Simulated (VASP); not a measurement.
Wanted: the native input for a VASP 6.6.1 run.

```yaml
Task: relaxation of cell and atoms
Functional: PBEsol
Potentials_or_basis: VASP PAW PBE potentials, release 64 (Mg, Te)
Cutoff: 600 eV
k_mesh: 9 × 9 × 4
Occupations: gaussian, width 0.02 eV
Spin: no spin polarisation
Dipole_correction: no
Further_INCAR_settings: ALGO = Normal; EDIFF = 1e-06; IBRION = 2; EDIFFG = -0.002; NSW = 100; ISIF = 3
```

The structure of MgTe lies in POSCAR:

```
MgTe
1.0
    4.5902025400      0.0000000000      0.0000000000
   -2.2951012700      3.9752320100      0.0000000000
    0.0000000000      0.0000000000      7.4378057100
Mg Te
2 2
Direct
    0.3333333300      0.6666666700      0.9959911700
    0.6666666700      0.3333333300      0.4959911700
    0.3333333300      0.6666666700      0.3740088300
    0.6666666700      0.3333333300      0.8740088300
```

One way to write it, as run:

INCAR

```
ALGO = Normal
EDIFF = 1E-6
EDIFFG = -0.002
ENCUT = 600
GGA = PS
IBRION = 2
ISIF = 3
ISMEAR = 0
LASPH = True
LCHARG = False
LREAL = False
LWAVE = False
NELM = 100
NSW = 100
PREC = Accurate
SIGMA = 0.02
```

KPOINTS

```
k-points
0
Gamma
  9 9 4
```

Potentials or basis: VASP PAW PBE potentials, release 64 (Mg, Te).

Run with:

```sh
$ cat potpaw_PBE.64/Mg/POTCAR potpaw_PBE.64/Te/POTCAR > POTCAR
$ mpirun -np 1 vasp_std > vasp.out
```

Results of the run:

```yaml
Relaxed_volume: 33.41 Å³/atom
Relaxed_cell: a = 4.562 Å, b = 4.562 Å, c = 7.414 Å, α = 90.00°, β = 90.00°, γ = 120.00°
Space_group_after_relaxing_to_0.1_Å: P6_3mc (No. 186)
Energy_gained_by_relaxing: 0.9 meV/atom
Ionic_steps: 10
Pressure_after_relaxing: 0.0 GPa
Band_gap_on_the_k_mesh: 2.39 eV
```

Caveat: the PAW data sets were made with another functional, which shifts forces and pressure a little; spin-orbit coupling is left out, which moves the levels of the heavy elements.

It took 2.5 min on 1 thread of Intel(R) Xeon(R) 6975P-C (Granite Rapids), on a shared host, peak memory 0.36 GiB.
